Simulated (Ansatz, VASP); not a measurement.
**AlRu4 in VASP and in Ansatz**

```xyz
5
Lattice="2.7502 0.0000 0.0000 -1.3751 2.3818 0.0000 0.0000 0.0000 10.5926" Properties=species:S:1:pos:R:3 pbc="T T T"
Al    0.0000    0.0000    0.0000
Ru    0.0000    1.5879    2.1184
Ru    1.3751    0.7939    8.4742
Ru    1.3751    0.7939    4.2573
Ru    0.0000    1.5879    6.3353
```

Alike in both runs: functional PBE; k mesh 12 × 12 × 4; occupations gaussian, width 0.1 eV; no spin polarisation.

Ansatz relaxed the structure, and its values are those at the end. VASP's run is a single point on that final structure, the one shown.

|  | VASP | Ansatz |
| --- | --- | --- |
| version | VASP 6.6.1 | Ansatz 0.2.0 |
| potentials or method | VASP PAW PBE potentials, release 64 (Al, Ru_pv), cutoff 520 eV | scalar-relativistic, plane waves, PAW |
| valence electrons in the cell | 59 | 67 |

VASP gave:

| Quantity | Value |
| --- | --- |
| gap on the k mesh at the Fermi level (eV) | none |
| pressure (GPa) | -0.1 |

Question: Estimate Ansatz's values.

Answer: gap on the k mesh at the Fermi level (eV): none; pressure (GPa): 0.0.

A gap of «none» marks a metal or a gap that the smearing closes. With one functional, cell and mesh, what is left measures potentials, basis and numerics. VASP's potentials hold 59 valence electrons a cell and Ansatz's 67, so a difference there can come from the potentials and not from the codes.
